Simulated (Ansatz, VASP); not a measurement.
## One calculation of Pt, two programs

```xyz
9
Lattice="2.7420 0.0000 0.0000 -1.3710 2.3747 0.0000 0.0000 0.0000 20.8634" Properties=species:S:1:pos:R:3 pbc="T T T"
Pt    0.0000    0.0000    0.0000
Pt    0.0000    1.5831    2.3085
Pt    0.0000    0.0000    4.6459
Pt    0.0000    1.5831    6.9545
Pt    1.3710    0.7916    9.2630
Pt    0.0000    1.5831   11.6004
Pt    1.3710    0.7916   13.9090
Pt    0.0000    0.0000   16.2175
Pt    1.3710    0.7916   18.5549
```

Alike in both runs: functional PBEsol; k mesh 18 × 18 × 3; occupations gaussian, width 0.1 eV; no spin polarisation.

Ansatz relaxed the structure, and its values are those at the end. VASP's run is a single point on that final structure, the one shown.

|  | VASP | Ansatz |
| --- | --- | --- |
| version | VASP 6.6.1 | Ansatz 0.2.0 |
| potentials or method | VASP PAW PBE potentials, release 64 (Pt), cutoff 520 eV | scalar-relativistic, plane waves, PAW |
| valence electrons in the cell | 90 | 162 |

VASP gave:

* gap on the k mesh at the Fermi level (eV): none
* pressure (GPa): -0.1

Q: Estimate Ansatz's values.

A: gap on the k mesh at the Fermi level (eV): none; pressure (GPa): 0.0.

VASP's potentials were made for PBE, not for PBEsol. A gap of «none» marks a metal or a gap that the smearing closes. VASP's potentials hold 90 valence electrons a cell and Ansatz's 162, so a difference there can come from the potentials and not from the codes.

Spin-orbit coupling is off throughout.
